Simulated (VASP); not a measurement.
Wanted: the native input for a VASP 6.6.1 run.

- Task: single point
- Functional: PBE
- Potentials or basis: VASP PAW PBE potentials, release 64 (Mg, O)
- Cutoff: 520 eV
- k mesh: 6 × 6 × 4
- Occupations: gaussian, width 0.1 eV
- Spin: no spin polarisation
- Dipole correction: no
- Further INCAR settings: ALGO = Normal; EDIFF = 1e-06; NBANDS = 20

The structure of Mg7O lies in POSCAR:

```
Mg7O
1.0
    4.6996220800      0.0000000000      0.0000000000
   -2.3498110400      4.0699921100      0.0000000000
    0.0000000000      0.0000000000      6.5309487900
Mg O
7 1
Direct
    0.5000000000      0.0000000000      0.7803368200
    0.0000000000      0.5000000000      0.7803368200
    0.5000000000      0.5000000000      0.7803368200
    0.0000000000      0.5000000000      0.2196631800
    0.5000000000      0.0000000000      0.2196631800
    0.5000000000      0.5000000000      0.2196631800
    0.0000000000      0.0000000000      0.5000000000
    0.0000000000      0.0000000000      0.0000000000
```

The cell was built from a structure type or drawn by symmetry, and may not be a known phase.

One way to write it, as run:

INCAR

```
ALGO     = Normal         # electronic algorithm
EDIFF    = 1E-6           # SCF threshold, eV
ENCUT    = 520            # plane-wave cutoff, eV
GGA      = PE             # functional
ISIF     = 2              # what is computed and relaxed
ISMEAR   = 0              # smearing method
LASPH    = T              # aspherical terms in the spheres
LCHARG   = F              # write CHGCAR
LREAL    = F              # projectors in reciprocal space
LWAVE    = F              # write WAVECAR
NBANDS   = 20             # bands
NELM     = 60             # most SCF steps
PREC     = Accurate       # precision mode
SIGMA    = 0.1            # smearing width, eV
```

KPOINTS

```
k-points
0
Gamma
  6 6 4
```

Potentials or basis: VASP PAW PBE potentials, release 64 (Mg, O).

Command:

```bash
$ cat potpaw_PBE.64/Mg/POTCAR potpaw_PBE.64/O/POTCAR > POTCAR
$ mpirun -np 1 vasp_std > vasp.out
```

It gave:

- Pressure: 31.8 GPa
- Largest force: 0.326 eV/Å
- Band gap on the k mesh: zero (bands 10 and 11 overlap by 1.80 eV)

Caveat: the cell stands under pressure.

Wall time 31 s on 1 thread of Intel(R) Xeon(R) 6975P-C (Granite Rapids), on a shared host, peak memory 0.25 GiB.
